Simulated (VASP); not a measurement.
# Cd4TeO3 (P4/mmm) in VASP: single point with PBE

Aim: the single point of Cd4TeO3 with PBE.

Everything below comes from runs of VASP 6.6.1. Logs are shortened: lines on timing, memory, paths and dates and some standing lists are left out, and cuts for length are marked.

### Step 1. The cell of the first run

Symmetry: P4/mmm, No. 123, tetragonal system. Conventional cell: a = 8.664 Å, b = 8.664 Å, c = 4.120 Å, α = 90.00°, β = 90.00°, γ = 90.00°. Within 3.7 Å of Cd (site symmetry m2m) lie 1 Cd at 2.80 Å and 1 Te at 2.93 Å and 2 O at 3.58 Å. Te (site symmetry 4/mmm) has 2 O at 2.06 Å within 2.7 Å. O (site symmetry 4mm) has 1 O at 1.26 Å within 1.7 Å. O (site symmetry 4/mmm) has 2 Te at 2.06 Å within 2.7 Å.

### Step 2. Single point, PBE

INCAR reads:

```
PREC = Accurate
ENCUT = 520
EDIFF = 1E-6
ISMEAR = 0
SIGMA = 0.15
LREAL = False
LASPH = True
NELM = 100
ALGO = Normal
ISIF = 2
LWAVE = False
LCHARG = False
GGA = PE
NBANDS = 46
```

KPOINTS reads:

```
Automatic mesh
0
Gamma
  2 2 3
```

POSCAR reads:

```
Cd4TeO3
1.0
    8.6642519671      0.0000000000      0.0000000000
    0.0000000000      8.6642519671      0.0000000000
    0.0000000000      0.0000000000      4.1202662249
Cd Te O
4 1 3
Direct
    0.3382565878      0.0000000000      0.5000000000
    0.6617434122      0.0000000000      0.5000000000
    0.0000000000      0.3382565878      0.5000000000
    0.0000000000      0.6617434122      0.5000000000
    0.0000000000      0.0000000000      0.5000000000
    0.5000000000      0.5000000000      0.6527630411
    0.5000000000      0.5000000000      0.3472369589
    0.0000000000      0.0000000000      0.0000000000
```

Potentials or basis: VASP PAW PBE potentials, release 64 (Cd, Te, O).

Command:

```sh
$ cat potpaw_PBE.64/Cd/POTCAR potpaw_PBE.64/Te/POTCAR potpaw_PBE.64/O/POTCAR > POTCAR
$ mpirun -np 1 vasp_std > vasp.out
```

OUTCAR:

```text
PREC = Accurate
   ENCUT = 520
   EDIFF = 1E-6
   ISMEAR = 0
   LREAL = False
   LASPH = True
   NELM = 100
   ISIF = 2
   GGA = PE

 ion  position               nearest neighbor table
   1  0.338  0.000  0.500-   2 2.80   5 2.93
   2  0.662  0.000  0.500-   1 2.80   5 2.93
   3  0.000  0.338  0.500-   4 2.80   5 2.93
   4  0.000  0.662  0.500-   3 2.80   5 2.93
   5  0.000  0.000  0.500-   8 2.06   8 2.06   3 2.93   4 2.93   1 2.93   2 2.93
   6  0.500  0.500  0.653-   7 1.26
   7  0.500  0.500  0.347-   6 1.26
   8  0.000  0.000  0.000-   5 2.06   5 2.06

  LATTYP: Found a simple tetragonal cell.
 ALAT       =     8.6642519671
 C/A-ratio  =     0.4755478304

  Lattice vectors:

 A1 = (   8.6642519671,   0.0000000000,   0.0000000000)
 A2 = (   0.0000000000,   8.6642519671,   0.0000000000)
 A3 = (   0.0000000000,   0.0000000000,   4.1202662249)

Analysis of symmetry for initial positions (statically):
=====================================================================
 Subroutine PRICEL returns:
 Original cell was already a primitive cell.

 Routine SETGRP: Setting up the symmetry group for a
 simple tetragonal supercell.

 Subroutine GETGRP returns: Found 16 space group operations
 (whereof 16 operations were pure point group operations)
 out of a pool of 16 trial point group operations.

The static configuration has the point symmetry D_4h.

Analysis of symmetry for dynamics (positions and initial velocities):
=====================================================================
 Subroutine PRICEL returns:
 Original cell was already a primitive cell.

 Routine SETGRP: Setting up the symmetry group for a
 simple tetragonal supercell.

 Subroutine GETGRP returns: Found 16 space group operations
 (whereof 16 operations were pure point group operations)
 out of a pool of 16 trial point group operations.

The dynamic configuration has the point symmetry D_4h.

 Subroutine INISYM returns: Found 16 space group operations
 (whereof 16 operations are pure point group operations),
 and found     1 'primitive' translations

----------------------------------------------------------------------------------------

                                     Primitive cell

  volume of cell :     309.3053

  direct lattice vectors                    reciprocal lattice vectors
     8.664251967  0.000000000  0.000000000     0.115416773  0.000000000  0.000000000
     0.000000000  8.664251967  0.000000000     0.000000000  0.115416773  0.000000000
     0.000000000  0.000000000  4.120266225     0.000000000  0.000000000  0.242702764

  length of vectors
     8.664251967  8.664251967  4.120266225     0.115416773  0.115416773  0.242702764

  position of ions in fractional coordinates (direct lattice)
     0.338256588  0.000000000  0.500000000
     0.661743412  0.000000000  0.500000000
     0.000000000  0.338256588  0.500000000
     0.000000000  0.661743412  0.500000000
     0.000000000  0.000000000  0.500000000
     0.500000000  0.500000000  0.652763041
     0.500000000  0.500000000  0.347236959
     0.000000000  0.000000000  0.000000000

  ion indices of the primitive-cell ions
   primitive index   ion index
                 1           1
                 2           2
                 3           3
                 4           4
                 5           5
                 6           6
                 7           7
                 8           8

----------------------------------------------------------------------------------------

 KPOINTS: Automatic mesh

Automatic generation of k-mesh.
 Grid dimensions read from file:
 generate k-points for:    2    2    3

 Generating k-lattice:

  Cartesian coordinates                     Fractional coordinates (reciprocal lattice)
     0.057708386  0.000000000  0.000000000     0.500000000  0.000000000  0.000000000
     0.000000000  0.057708386  0.000000000     0.000000000  0.500000000  0.000000000
     0.000000000  0.000000000  0.080900921     0.000000000  0.000000000  0.333333333

  Length of vectors
     0.057708386  0.057708386  0.080900921

  Shift w.r.t. Gamma in fractional coordinates (k-lattice)
     0.000000000  0.000000000  0.000000000

 Subroutine IBZKPT returns following result:
 ===========================================

 Found      6 irreducible k-points:

 Following reciprocal coordinates:
            Coordinates               Weight
  0.000000  0.000000  0.000000      1.000000
  0.500000  0.000000  0.000000      2.000000
  0.500000  0.500000  0.000000      1.000000
  0.000000  0.000000  0.333333      2.000000
  0.500000  0.000000  0.333333      4.000000
  0.500000  0.500000  0.333333      2.000000
   k-points           NKPTS =      6   k-points in BZ     NKDIM =      6   number of bands    NBANDS=     46
   number of dos      NEDOS =    301   number of ions     NIONS =      8
   total plane-waves  NPLWV = 131072
   dimension x,y,z NGX =    64 NGY =   64 NGZ =   32
   dimension x,y,z NGXF=   128 NGYF=  128 NGZF=   64
   ions per type =               4   1   3
   NGX,Y,Z   is equivalent  to a cutoff of  12.28, 12.28, 12.91 a.u.
   NGXF,Y,Z  is equivalent  to a cutoff of  24.56, 24.56, 25.82 a.u.
 SYSTEM =  unknown system
   PREC   = accura    normal or accurate (medium, high low for compatibility)
   ISTART =      0    job   : 0-new  1-cont  2-samecut
   ICHARG =      2    charge: 1-file 2-atom 10-const
   ISPIN  =      1    spin polarized calculation?
   LNONCOLLINEAR =      F non collinear calculations
   LSORBIT =      F    spin-orbit coupling
   LASPH  =      T    aspherical Exc in radial PAW
   ENCUT  =  520.0 eV  38.22 Ry    6.18 a.u.  16.11 16.11  7.66*2*pi/ulx,y,z
   NELM   =    100;   NELMIN=  2; NELMDL= -5     # of ELM steps
   EDIFF  = 0.1E-05   stopping-criterion for ELM
   LREAL  =      F    real-space projection
   EDIFFG = 0.1E-04   stopping-criterion for IOM
   NSW    =      0    number of steps for IOM
   IBRION =     -1    ionic relax: 0-MD 1-quasi-New 2-CG
   NFREE  =      0    steps in history (QN), initial steepest desc. (CG)
   ISIF   =      2    stress and relaxation
   ISYM   =      2    0-nonsym 1-usesym 2-fastsym
   POTIM  = 0.5000    time-step for ionic-motion
   TEBEG  =    0.0;   TEEND  =   0.0 temperature during run
   PSTRESS=    0.0 pullay stress
   NELECT =      72.0000    total number of electrons
   NUPDOWN=      -1.0000    fix difference up-down
   EMIN   =  10.00;   EMAX   =-10.00  energy-range for DOS
   EFERMI =   0.00;   METHOD = LEGACY
   ISMEAR =     0;   SIGMA  =   0.15  broadening in eV -4-tet -1-fermi 0-gaus
   EFERMI_NEDOS =   21; number of points for ismear=-14 and -15
   IALGO  =     38    algorithm
   IMIX   =      4    mixing-type and parameters
     AMIX     =   0.40;   BMIX     =  1.00
     AMIX_MAG =   1.60;   BMIX_MAG =  1.00
  volume/ion in A,a.u.               =      38.66       260.91
  Fermi-wavevector in a.u.,A,eV,Ry     =   1.007063  1.903073 13.798693  1.014175
  Thomas-Fermi vector in A             =   2.139844
   LORBIT       =      0    0 simple, 1 ext, 2 COOP (PROOUT), +10 PAW based schemes
   GGA     = PE    functional components
   LHFCALC =     F    Hartree Fock is set to
   AEXX    =    0.0000 exact exchange contribution
   IVDW    =     0    specifies the selected vdW correction
   LEPSILON=     F    determine dielectric tensor
   LRPA    =     F    only Hartree local field effects (RPA)
 non-spin polarized calculation
 Gauss-broadening in eV      SIGMA  =   0.15
  energy-cutoff  :      520.00
  volume of cell :      309.31
 maximum number of plane-waves:      8388
   NGX = 33   NGY = 33   NGZ = 15

 number of electron      71.9999961 magnetization

 Free energy of the ion-electron system (eV)
  ---------------------------------------------------
  ext. energy  EPLUGINS =         0.00000000
  ---------------------------------------------------
  free energy    TOTEN  =       -19.70449717 eV

  energy without entropy =      -19.56404583  energy(sigma->0) =      -19.63427150

 E-fermi :  -0.5971     XC(G=0):  -6.6468

 val. band max:       -0.6299337373   @ k =   0.5000   0.5000   0.3333
 cond. band min:      -0.4516412434   @ k =   0.5000   0.0000   0.0000
 fundamental gap:      0.1782924940
 Fermi energy:        -0.5971351170

 k-point     1 :       0.0000    0.0000    0.0000
  band No.  band energies     occupation
      1     -25.8444      2.00000
      2     -18.7052      2.00000
      3     -14.2903      2.00000
      4     -10.5987      2.00000
      5      -9.4566      2.00000
      6      -9.1810      2.00000
[... 38 lines left out ...]
     45       4.5193      0.00000
     46       4.9986      0.00000

 k-point     2 :       0.5000    0.0000    0.0000
  band No.  band energies     occupation
      1     -25.8445      2.00000
      2     -18.7051      2.00000
      3     -14.2903      2.00000
      4     -10.5140      2.00000
      5      -9.5705      2.00000
      6      -9.2129      2.00000
[... 38 lines left out ...]
     45       4.4229      0.00000
     46       5.2680      0.00000

 k-point     3 :       0.5000    0.5000    0.0000
  band No.  band energies     occupation
      1     -25.8445      2.00000
      2     -18.7049      2.00000
      3     -14.2903      2.00000
      4     -10.4042      2.00000
      5      -9.5677      2.00000
      6      -9.5677      2.00000
[... 38 lines left out ...]
     45       5.0330      0.00000
     46       5.2261      0.00000

 k-point     4 :       0.0000    0.0000    0.3333
  band No.  band energies     occupation
      1     -25.8273      2.00000
      2     -18.4474      2.00000
      3     -14.5604      2.00000
      4     -12.5629      2.00000
      5      -9.4469      2.00000
      6      -9.2646      2.00000
[... 38 lines left out ...]
     45       2.8310      0.00000
     46       3.5007      0.00000

 k-point     5 :       0.5000    0.0000    0.3333
  band No.  band energies     occupation
      1     -25.8273      2.00000
      2     -18.4473      2.00000
      3     -14.5603      2.00000
      4     -12.5473      2.00000
      5      -9.5559      2.00000
      6      -9.3614      2.00000
[... 38 lines left out ...]
     45       3.5060      0.00000
     46       4.0569      0.00000

 k-point     6 :       0.5000    0.5000    0.3333
  band No.  band energies     occupation
      1     -25.8273      2.00000
      2     -18.4473      2.00000
      3     -14.5604      2.00000
      4     -12.5314      2.00000
      5      -9.5532      2.00000
      6      -9.5532      2.00000
[... 38 lines left out ...]
     45       3.8697      0.00000
     46       3.8697      0.00000

------------------------ aborting loop because EDIFF is reached ----------------------------------------

  FORCE on cell =-STRESS in cart. coord.  units (eV):
  Direction    XX          YY          ZZ          XY          YZ          ZX
  --------------------------------------------------------------------------------------
  -------------------------------------------------------------------------------------
  Total        1.3743467      1.3743467      1.2152781      0.0000000      0.0000000      0.0000000
  in kB        7.1190076      7.1190076      6.2950446      0.0000000      0.0000000      0.0000000
  external PRESSURE =       6.8443533 kB  Pullay stress =       0.0000000 kB

 VOLUME and BASIS-vectors are now :
 -----------------------------------------------------------------------------
  energy-cutoff  :      520.00
  volume of cell :      309.31
      direct lattice vectors                 reciprocal lattice vectors
     8.664251967  0.000000000  0.000000000     0.115416773  0.000000000  0.000000000
     0.000000000  8.664251967  0.000000000     0.000000000  0.115416773  0.000000000
     0.000000000  0.000000000  4.120266225     0.000000000  0.000000000  0.242702764

 POSITION                                       TOTAL-FORCE (eV/Angst)
 -----------------------------------------------------------------------------------
      2.93074      0.00000      2.06013        -0.010695     -0.000000      0.000000
      5.73351      0.00000      2.06013         0.010695     -0.000000      0.000000
      0.00000      2.93074      2.06013        -0.000000     -0.010695     -0.000000
      0.00000      5.73351      2.06013        -0.000000      0.010695     -0.000000
      0.00000      0.00000      2.06013         0.000000      0.000000      0.000000
      4.33213      4.33213      2.68956         0.000000      0.000000      0.869360
      4.33213      4.33213      1.43071         0.000000      0.000000     -0.869360
      0.00000      0.00000      0.00000         0.000000      0.000000      0.000000
 -----------------------------------------------------------------------------------
    total drift:                                0.000000      0.000000     -0.000000

  FREE ENERGIE OF THE ION-ELECTRON SYSTEM (eV)
  ---------------------------------------------------
  free  energy   TOTEN  =       -19.7044971663 eV

  energy  without entropy=      -19.5640458271  energy(sigma->0) =      -19.63427150
```

Run time: 2 min. Hardware: 1 thread of Intel Xeon 6975P-C, shared host; peak memory 0.4 GiB.

Results:

| Item | Value |
| --- | --- |
| Free energy | -19.7045 eV |
| Pressure | 0.7 GPa |
| Largest force | 0.869 eV/Å |
| Band gap on the k mesh | zero (band 36 reaches -0.45 eV, above the bottom of band 37 at -0.70 eV) |

Forces in eV/Å, atoms in the order of the input:
```
Cd  -0.011  0.000  0.000
Cd   0.011  0.000  0.000
Cd   0.000 -0.011  0.000
Cd   0.000  0.011  0.000
Te   0.000  0.000  0.000
O    0.000  0.000  0.869
O    0.000  0.000 -0.869
O    0.000  0.000  0.000
```

Caveat: the k points lie up to 0.51 Å⁻¹ apart; the standard files for N, O and F lose accuracy on very short bonds; spin-orbit coupling is left out, which moves the levels of the heavy elements.
